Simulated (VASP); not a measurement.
# Be (P6_3/mmc) in VASP: notebook

The runs below take Be through single point, relaxation of cell and atoms, with r2SCAN.

All numbers are computed with VASP 6.6.1; they aren't measurements. Logs are shortened: lines on timing, memory, paths and dates and some standing lists are left out, and cuts for length are marked.

### Step 1. The cell of the first run

The structure is hexagonal, space group P6_3/mmc (No. 194). Conventional cell: a = 2.262 Å, b = 2.262 Å, c = 3.565 Å, α = 90.00°, β = 90.00°, γ = 120.00°. Within 2.9 Å of Be (site symmetry -6m2) lie 12 Be at 2.21 to 2.26 Å.

### Step 2. Single point, r2SCAN

The input, POSCAR:

```
Be
1.0
    2.2623568032      0.0000000000      0.0000000000
   -1.1311784016      1.9592584640      0.0000000000
    0.0000000000      0.0000000000      3.5653766389
Be
2
Direct
    0.3333333333      0.6666666667      0.2500000000
    0.6666666667      0.3333333333      0.7500000000
```

The input, INCAR.step1:

```
SYSTEM = Be
PREC = Accurate
ENCUT = 520
ISMEAR = -1
SIGMA = 0.1
LREAL = .False.
LASPH = .True.
NELM = 100
NBANDS = 9
GGA = PE
ALGO = Normal
EDIFF = 1E-4
LWAVE = .True.
LCHARG = .False.
```

The input, INCAR.step2:

```
SYSTEM = Be
PREC = Accurate
ENCUT = 520
EDIFF = 1E-6
ISMEAR = -1
SIGMA = 0.1
LREAL = .False.
LASPH = .True.
NELM = 100
ALGO = Normal
ISIF = 2
LWAVE = .False.
LCHARG = .False.
METAGGA = R2SCAN
LMIXTAU = .True.
NBANDS = 9
ISTART = 1
```

The input, KPOINTS:

```
Automatic mesh
0
Gamma
  12 12 7
  0 0 0
```

Potentials or basis: VASP PAW PBE potentials, release 64 (Be).

Started as:

```console
$ cat potpaw_PBE.64/Be/POTCAR > POTCAR
$ cp INCAR.step1 INCAR
$ mpirun -np 1 vasp_std > vasp.out
$ cp INCAR.step2 INCAR
$ mpirun -np 1 vasp_std > vasp.out
```

OUTCAR:

```text
SYSTEM = Be
   PREC = Accurate
   ENCUT = 520
   EDIFF = 1E-6
   ISMEAR = -1
   LREAL = .False.
   LASPH = .True.
   NELM = 100
   ISIF = 2
   METAGGA = R2SCAN
   ISTART = 1

 ion  position               nearest neighbor table
   1  0.333  0.667  0.250-   2 2.21   2 2.21   2 2.21   2 2.21   2 2.21   2 2.21
   2  0.667  0.333  0.750-   1 2.21   1 2.21   1 2.21   1 2.21   1 2.21   1 2.21

  LATTYP: Found a hexagonal cell.
 ALAT       =     2.2623568032
 C/A-ratio  =     1.5759568225

  Lattice vectors:

 A1 = (   2.2623568032,   0.0000000000,   0.0000000000)
 A2 = (  -1.1311784016,   1.9592584640,   0.0000000000)
 A3 = (   0.0000000000,   0.0000000000,   3.5653766389)

Analysis of symmetry for initial positions (statically):
=====================================================================
 Subroutine PRICEL returns:
 Original cell was already a primitive cell.

 Routine SETGRP: Setting up the symmetry group for a
 hexagonal supercell.

 Subroutine GETGRP returns: Found 24 space group operations
 (whereof 12 operations were pure point group operations)
 out of a pool of 24 trial point group operations.

The static configuration has the point symmetry D_3d.
 The point group associated with its full space group is D_6h.

Analysis of symmetry for dynamics (positions and initial velocities):
=====================================================================
 Subroutine PRICEL returns:
 Original cell was already a primitive cell.

 Routine SETGRP: Setting up the symmetry group for a
 hexagonal supercell.

 Subroutine GETGRP returns: Found 24 space group operations
 (whereof 12 operations were pure point group operations)
 out of a pool of 24 trial point group operations.

The dynamic configuration has the point symmetry D_3d.
 The point group associated with its full space group is D_6h.

 Subroutine INISYM returns: Found 24 space group operations
 (whereof 12 operations are pure point group operations),
 and found     1 'primitive' translations

----------------------------------------------------------------------------------------

                                     Primitive cell

  volume of cell :      15.8037

  direct lattice vectors                    reciprocal lattice vectors
     2.262356803  0.000000000  0.000000000     0.442016926  0.255198591  0.000000000
    -1.131178402  1.959258464  0.000000000     0.000000000  0.510397183  0.000000000
     0.000000000  0.000000000  3.565376639     0.000000000  0.000000000  0.280475277
[... 83 lines left out ...]
   NELM   =    100;   NELMIN=  2; NELMDL=  0     # of ELM steps
   EDIFF  = 0.1E-05   stopping-criterion for ELM
   LREAL  =      F    real-space projection
   EDIFFG = 0.1E-04   stopping-criterion for IOM
   NSW    =      0    number of steps for IOM
   IBRION =     -1    ionic relax: 0-MD 1-quasi-New 2-CG
   NFREE  =      0    steps in history (QN), initial steepest desc. (CG)
   ISIF   =      2    stress and relaxation
   ISYM   =      2    0-nonsym 1-usesym 2-fastsym
   POTIM  = 0.5000    time-step for ionic-motion
   TEBEG  =    0.0;   TEEND  =   0.0 temperature during run
   PSTRESS=    0.0 pullay stress
   NELECT =       4.0000    total number of electrons
   NUPDOWN=      -1.0000    fix difference up-down
   EMIN   =  10.00;   EMAX   =-10.00  energy-range for DOS
   EFERMI =   0.00;   METHOD = LEGACY
   ISMEAR =    -1;   SIGMA  =   0.10  broadening in eV -4-tet -1-fermi 0-gaus
   EFERMI_NEDOS =   21; number of points for ismear=-14 and -15
   IALGO  =     38    algorithm
   IMIX   =      4    mixing-type and parameters
     AMIX     =   0.40;   BMIX     =  1.00
     AMIX_MAG =   1.60;   BMIX_MAG =  1.00
  volume/ion in A,a.u.               =       7.90        53.32
  Fermi-wavevector in a.u.,A,eV,Ry     =   1.035560  1.956925 14.590687  1.072385
  Thomas-Fermi vector in A             =   2.169909
   LORBIT       =      0    0 simple, 1 ext, 2 COOP (PROOUT), +10 PAW based schemes
   METAGGA = R2SCAN    functional components
   LHFCALC =     F    Hartree Fock is set to
   AEXX    =    0.0000 exact exchange contribution
   IVDW    =     0    specifies the selected vdW correction
   LEPSILON=     F    determine dielectric tensor
   LRPA    =     F    only Hartree local field effects (RPA)
 non-spin polarized calculation
  energy-cutoff  :      520.00
  volume of cell :       15.80
 maximum number of plane-waves:       438
 NGX is ok and might be reduce to    18
   NGX =  9   NGY =  9   NGZ = 13

 number of electron       4.0000000 magnetization

 Free energy of the ion-electron system (eV)
  ---------------------------------------------------
  ext. energy  EPLUGINS =         0.00000000
  ---------------------------------------------------
  free energy    TOTEN  =        -8.69307106 eV

  energy without entropy =       -8.69083523  energy(sigma->0) =       -8.69195315

 E-fermi :   7.4793     XC(G=0): -11.2626

 val. band max:        6.8663105303   @ k =   0.3333   0.0833   0.0000
 cond. band min:       7.5987350969   @ k =   0.2500   0.1667   0.0000
 fundamental gap:      0.7324245666
 Fermi energy:         7.4793405969

 k-point     1 :       0.0000    0.0000    0.0000
  band No.  band energies     occupation
      1      -5.1103      2.00000
      2       2.3701      2.00000
      3       8.1806      0.00180
      4      24.4932      0.00000
      5      24.4932      0.00000
      6      27.5227      0.00000
      7      27.5227      0.00000
      8      29.8055      0.00000
      9      35.6241      0.00000
[... 265 lines left out ...]
 k-point    24 :       0.3333    0.0000    0.1429
  band No.  band energies     occupation
      1      -1.4747      2.00000
      2       4.9820      2.00000
      3       9.3566      0.00000
      4      14.2744      0.00000
      5      18.5904      0.00000
      6      18.6232      0.00000
      7      23.4328      0.00000
      8      25.5114      0.00000
      9      27.8697      0.00000

 [... further k-points ...]
[... 5 lines left out ...]
  --------------------------------------------------------------------------------------
  -------------------------------------------------------------------------------------
  Total        0.0164866      0.0164866      0.0255555      0.0000000     -0.0000000      0.0000000
  in kB        1.6714101      1.6714101      2.5908216      0.0000000     -0.0000000      0.0000000
  external PRESSURE =       1.9778806 kB  Pullay stress =       0.0000000 kB

 VOLUME and BASIS-vectors are now :
 -----------------------------------------------------------------------------
  energy-cutoff  :      520.00
  volume of cell :       15.80
      direct lattice vectors                 reciprocal lattice vectors
     2.262356803  0.000000000  0.000000000     0.442016926  0.255198591  0.000000000
    -1.131178402  1.959258464  0.000000000     0.000000000  0.510397183  0.000000000
     0.000000000  0.000000000  3.565376639     0.000000000  0.000000000  0.280475277

 POSITION                                       TOTAL-FORCE (eV/Angst)
 -----------------------------------------------------------------------------------
     -0.00000      1.30617      0.89134        -0.000000      0.000000      0.000000
      1.13118      0.65309      2.67403         0.000000     -0.000000      0.000000
 -----------------------------------------------------------------------------------
    total drift:                                0.000000     -0.000000      0.000000

  FREE ENERGIE OF THE ION-ELECTRON SYSTEM (eV)
  ---------------------------------------------------
  free  energy   TOTEN  =        -8.6930710646 eV

  energy  without entropy=       -8.6908352315  energy(sigma->0) =       -8.69195315
```

OSZICAR.step1:

```text
N       E                     dE             d eps       ncg     rms          rms(c)
DAV:   1    -0.270125404239E+01   -0.27013E+01   -0.17929E+03  1376   0.365E+02
DAV:   2    -0.755676161199E+01   -0.48555E+01   -0.46906E+01  2040   0.541E+01
DAV:   3    -0.760936168722E+01   -0.52600E-01   -0.52530E-01  1545   0.395E+00
DAV:   4    -0.760942447406E+01   -0.62787E-04   -0.62784E-04  1726   0.149E-01
DAV:   5    -0.760942451284E+01   -0.38785E-07   -0.38877E-07  1485   0.336E-03    0.121E+00
DAV:   6    -0.756336438378E+01    0.46060E-01   -0.59802E-03  1518   0.775E-01    0.743E-01
DAV:   7    -0.754500364567E+01    0.18361E-01   -0.64841E-03  1505   0.807E-01    0.274E-02
DAV:   8    -0.754498119747E+01    0.22448E-04   -0.14799E-05  1314   0.320E-02
   1 F= -.75449812E+01 E0= -.75438190E+01  d E =-.232430E-02
```

It took 23 s on 1 thread of Intel Xeon Platinum 8488C (Sapphire Rapids), shared host; peak memory 0.13 GiB.

What came out:

| Property | Result |
| --- | --- |
| Free energy | -8.6931 eV |
| Pressure | 0.2 GPa |
| Band gap on the k mesh | zero (bands 2 and 3 overlap by 2.01 eV) |

Caveat: the PAW data sets were made with another functional, which shifts forces and pressure a little.

### Step 3. Relaxation of cell and atoms, r2SCAN

This run uses another cell than the first one, of 8.11 Å³/atom.

The input, POSCAR:

```
Be
1.0
    2.2853000000      0.0000000000      0.0000000000
   -1.1426500000      1.9791278553      0.0000000000
    0.0000000000      0.0000000000      3.5842000000
Be
2
Direct
    0.3333333333      0.6666666667      0.2500000000
    0.6666666667      0.3333333333      0.7500000000
```

The input, INCAR.step1:

```
PREC = Accurate
ENCUT = 600
ISMEAR = -1
SIGMA = 0.1
LREAL = F
LASPH = T
NELM = 100
GGA = PE
ALGO = Normal
EDIFF = 1E-4
LWAVE = T
LCHARG = F
```

The input, INCAR.step2:

```
PREC = Accurate
ENCUT = 600
EDIFF = 1E-6
ISMEAR = -1
SIGMA = 0.1
LREAL = F
LASPH = T
NELM = 100
ALGO = Normal
ISIF = 3
LWAVE = F
LCHARG = F
METAGGA = R2SCAN
LMIXTAU = T
IBRION = 2
NSW = 80
EDIFFG = -0.02
ISTART = 1
```

The input, KPOINTS:

```
regular mesh
0
Gamma
  12 12 7
```

Potentials or basis: VASP PAW PBE potentials, release 64 (Be).

Started as:

```console
$ cat potpaw_PBE.64/Be/POTCAR > POTCAR
$ cp INCAR.step1 INCAR
$ mpirun -np 1 vasp_std > vasp.out
$ cp INCAR.step2 INCAR
$ mpirun -np 1 vasp_std > vasp.out
```

OUTCAR:

```text
PREC = Accurate
   ENCUT = 600
   EDIFF = 1E-6
   ISMEAR = -1
   LREAL = F
   LASPH = T
   NELM = 100
   ISIF = 3
   METAGGA = R2SCAN
   IBRION = 2
   NSW = 80
   EDIFFG = -0.02
   ISTART = 1

 ion  position               nearest neighbor table
   1  0.333  0.667  0.250-   2 2.23   2 2.23   2 2.23   2 2.23   2 2.23   2 2.23
   2  0.667  0.333  0.750-   1 2.23   1 2.23   1 2.23   1 2.23   1 2.23   1 2.23

  LATTYP: Found a hexagonal cell.
 ALAT       =     2.2853000000
 C/A-ratio  =     1.5683717674

  Lattice vectors:

 A1 = (   2.2853000000,   0.0000000000,   0.0000000000)
 A2 = (  -1.1426500000,   1.9791278553,   0.0000000000)
 A3 = (   0.0000000000,   0.0000000000,   3.5842000000)

Analysis of symmetry for initial positions (statically):
=====================================================================
 Subroutine PRICEL returns:
 Original cell was already a primitive cell.

 Routine SETGRP: Setting up the symmetry group for a
 hexagonal supercell.

 Subroutine GETGRP returns: Found 24 space group operations
 (whereof 12 operations were pure point group operations)
 out of a pool of 24 trial point group operations.

The static configuration has the point symmetry D_3d.
 The point group associated with its full space group is D_6h.

Analysis of symmetry for dynamics (positions and initial velocities):
=====================================================================
 Subroutine PRICEL returns:
 Original cell was already a primitive cell.

 Routine SETGRP: Setting up the symmetry group for a
 hexagonal supercell.

 Subroutine GETGRP returns: Found 24 space group operations
 (whereof 12 operations were pure point group operations)
 out of a pool of 24 trial point group operations.

The dynamic configuration has the point symmetry D_3d.
[... 123 lines left out ...]
  Thomas-Fermi vector in A             =   2.160726
   LORBIT       =      0    0 simple, 1 ext, 2 COOP (PROOUT), +10 PAW based schemes
   METAGGA = R2SCAN    functional components
   LHFCALC =     F    Hartree Fock is set to
   AEXX    =    0.0000 exact exchange contribution
   IVDW    =     0    specifies the selected vdW correction
   LEPSILON=     F    determine dielectric tensor
   LRPA    =     F    only Hartree local field effects (RPA)
 conjugate gradient relaxation of ions
 non-spin polarized calculation
  energy-cutoff  :      600.00
  volume of cell :       16.21
 maximum number of plane-waves:       557
   NGX =  9   NGY =  9   NGZ = 15

--------------------------------------- Ionic step        1  -------------------------------------------

 number of electron       4.0000000 magnetization

 Free energy of the ion-electron system (eV)
  ---------------------------------------------------
  ext. energy  EPLUGINS =         0.00000000
  ---------------------------------------------------
  free energy    TOTEN  =        -8.68938400 eV

  energy without entropy =       -8.68702317  energy(sigma->0) =       -8.68820359

------------------------ aborting loop because EDIFF is reached ----------------------------------------

  FORCE on cell =-STRESS in cart. coord.  units (eV):
  Direction    XX          YY          ZZ          XY          YZ          ZX
  --------------------------------------------------------------------------------------
  -------------------------------------------------------------------------------------
  Total       -0.3367860     -0.3367860     -0.1807248      0.0000000      0.0000000      0.0000000
  in kB      -33.2855133    -33.2855133    -17.8615442      0.0000000      0.0000000      0.0000000
  external PRESSURE =     -28.1441903 kB  Pullay stress =       0.0000000 kB
[... 59 lines left out ...]
--------------------------------------- Ionic step        3  -------------------------------------------

 number of electron       4.0000000 magnetization

 Free energy of the ion-electron system (eV)
  ---------------------------------------------------
  ext. energy  EPLUGINS =         0.00000000
  ---------------------------------------------------
  free energy    TOTEN  =        -8.69311334 eV

  energy without entropy =       -8.69086823  energy(sigma->0) =       -8.69199079

 E-fermi :   7.4684     XC(G=0): -11.2576

 val. band max:        6.8531355744   @ k =   0.3333   0.0833   0.0000
 cond. band min:       7.5888302177   @ k =   0.2500   0.1667   0.0000
 fundamental gap:      0.7356946433
 Fermi energy:         7.4684296115

 k-point     1 :       0.0000    0.0000    0.0000
  band No.  band energies     occupation
      1      -5.1144      2.00000
      2       2.3675      2.00000
      3       8.1704      0.00179
      4      24.4498      0.00000
      5      24.4498      0.00000
      6      27.4785      0.00000
[... 199 lines left out ...]
 k-point    24 :       0.3333    0.0000    0.1429
  band No.  band energies     occupation
      1      -1.4817      2.00000
      2       4.9736      2.00000
      3       9.3422      0.00000
      4      14.2528      0.00000
      5      18.5645      0.00000
      6      18.5894      0.00000

 [... further k-points ...]
[... 5 lines left out ...]
  --------------------------------------------------------------------------------------
  -------------------------------------------------------------------------------------
  Total       -0.0071248     -0.0071248      0.0175919      0.0000000      0.0000000     -0.0000000
  in kB       -0.7211853     -0.7211853      1.7806939      0.0000000      0.0000000     -0.0000000
  external PRESSURE =       0.1127745 kB  Pullay stress =       0.0000000 kB
[... 17 lines left out ...]
  FREE ENERGIE OF THE ION-ELECTRON SYSTEM (eV)
  ---------------------------------------------------
  free  energy   TOTEN  =        -8.6931133442 eV

  energy  without entropy=       -8.6908682330  energy(sigma->0) =       -8.69199079

 reached required accuracy - stopping structural energy minimisation
```

It took 41 s on 1 thread of Intel Xeon Platinum 8488C (Sapphire Rapids), shared host; peak memory 0.12 GiB.

Results:

| Quantity | Value |
| --- | --- |
| Free energy | -8.6931 eV |
| Relaxed volume | 7.91 Å³/atom |
| Relaxed cell | a = 2.264 Å, b = 2.264 Å, c = 3.566 Å, α = 90.00°, β = 90.00°, γ = 120.00° |
| Space group after relaxing (to 0.1 Å) | P6_3/mmc (No. 194) |
| Energy gained by relaxing | 1.9 meV/atom |
| Ionic steps | 3 |
| Pressure after relaxing | 0.0 GPa |
| Band gap on the k mesh | zero (bands 2 and 3 overlap by 2.01 eV) |

Stress tensor (GPa, compression positive):
```
-0.07  0.00  0.00
 0.00 -0.07  0.00
 0.00  0.00  0.18
```

The path:
| step | energy change (eV) | largest force (eV/Å) | pressure (GPa) | volume (Å³) |
| --- | --- | --- | --- | --- |
| 1 | 0.0000 | 0.0000 | -2.81 | 16.21 |
| 2 | -0.0037 | 0.0000 | -0.39 | 15.88 |
| 3 | -0.0037 | 0.0000 | 0.01 | 15.83 |

Final structure:
```
Be
1.0
     2.26387    0.00000    0.00000
    -1.13194    1.96057    0.00000
     0.00000    0.00000    3.56616
Be
2
Direct
  0.33333 0.66667 0.25000
  0.66667 0.33333 0.75000
```

Caveat: the PAW data sets were made with another functional, which shifts forces and pressure a little.

The gap in the log of VASP goes by the Fermi energy; the results here count the filled bands.